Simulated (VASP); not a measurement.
Write the native input for VASP 6.6.1 that does the following.

```
Task                   : single point
Functional             : PBE
Dispersion             : D3(BJ)
Potentials or basis    : VASP PAW PBE potentials, release 64 (F_h, H_h)
Cutoff                 : 1010 eV
k mesh                 : 1 × 1 × 1
Occupations            : fermi-dirac, width 0.02 eV
Spin                   : no spin polarisation
Dipole correction      : no
Further INCAR settings : LREAL = Auto; ALGO = Normal; EDIFF = 1e-06; NBANDS = 46
```

The structure of HF lies in POSCAR:

```
HF
1.0
    6.2556220000      0.0000000000      0.0000000000
    0.0000000000      6.2556220000      0.0000000000
    0.0000000000      0.0000000000      6.2556220000
F H
8 8
Direct
    0.6006437090      0.5844342897      0.2747928184
   -0.0975602426      0.2014987478      0.1318813701
    0.4401800492     -0.0670596785      0.2398322661
    0.2329584492      0.4699133036      0.3967790893
    0.1870637324      0.1956000538      0.6678952149
    0.5107565643      0.7848300297      0.7943574596
    0.4285744887      0.2337257590      1.0016589877
    0.8808236815      0.8727029862      0.6444602951
    0.5668660926      0.7349548934      0.2432212177
   -0.1161515194      0.3412930001      0.1791828215
    0.4429615472      0.0571965506      0.1315137008
    0.3758698975      0.5095416571      0.3363374577
    0.2137916901      0.2874214586      0.5380600043
    0.6478332610      0.8191032003      0.7535941270
    0.3407814603      0.1916995624      0.8658451550
    0.9709985674      0.9860250507      0.6376504207
```

The input as run:

INCAR

```
PREC = Accurate ; ENCUT = 1010
EDIFF = 1E-6 ; ISMEAR = -1
SIGMA = 0.02 ; LREAL = Auto
LASPH = True ; NELM = 120
ALGO = Normal ; ISIF = 2
LWAVE = False ; LCHARG = True
GGA = PE ; IVDW = 12
LELF = True ; LVHAR = True
NBANDS = 46 ; GGA_COMPAT = False
```

KPOINTS

```
Automatic mesh
0
Gamma
  1 1 1
```

Potentials or basis: VASP PAW PBE potentials, release 64 (F_h, H_h).

Command:

```bash
$ cat potpaw_PBE.64/F_h/POTCAR potpaw_PBE.64/H_h/POTCAR > POTCAR
$ mpirun -np 1 vasp_gam > vasp.out
```

Results of the run:

- Pressure: -0.7 GPa
- Largest force: 2.497 eV/Å
- Dispersion energy per atom: -0.020 eV

Caveat: the k points lie up to 1.00 Å⁻¹ apart, too coarse for converged energies, forces and pressures; the atoms stand as in a frame of molecular dynamics.

Wall time 31 s on 1 thread of AMD EPYC 9R45 96-Core Processor (Zen 5), with other jobs on the host, peak memory 0.59 GiB.
